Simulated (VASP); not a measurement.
Input of a VASP 6.6.1 run:

The input INCAR:

```
SYSTEM = ScCr2
PREC = Accurate
ENCUT = 520
EDIFF = 1E-7
ISMEAR = 0
SIGMA = 0.1
LREAL = .FALSE.
LASPH = .TRUE.
NELM = 100
ALGO = Normal
ISIF = 2
LWAVE = .FALSE.
LCHARG = .FALSE.
GGA = PE
NBANDS = 24
```

The input KPOINTS:

```
Automatic mesh
0
G
  6 6 4
  0 0 0
```

The input POSCAR:

```
ScCr2
1.0
    3.5951427670      0.0000000000      0.0000000000
   -1.7975713835      3.1134849664      0.0000000000
    0.0000000000      0.0000000000      4.5010173044
Sc Cr
1 2
Direct
    0.0000000000      0.0000000000      0.0000000000
    0.3333333333      0.6666666667      0.5000000000
    0.6666666667      0.3333333333      0.5000000000
```

Potentials or basis: VASP PAW PBE potentials, release 64 (Sc_sv, Cr_pv).

The run is started by

```console
$ cat potpaw_PBE.64/Sc_sv/POTCAR potpaw_PBE.64/Cr_pv/POTCAR > POTCAR
$ mpirun -np 1 vasp_std > vasp.out
```

Predict the pressure.

0.5 GPa.

Stress tensor (GPa, compression positive):
```
 0.93  0.00  0.00
 0.00  0.93  0.00
 0.00  0.00 -0.27
```

Spin polarisation is off, so any magnetic state and its effect on volume and gap are missing.
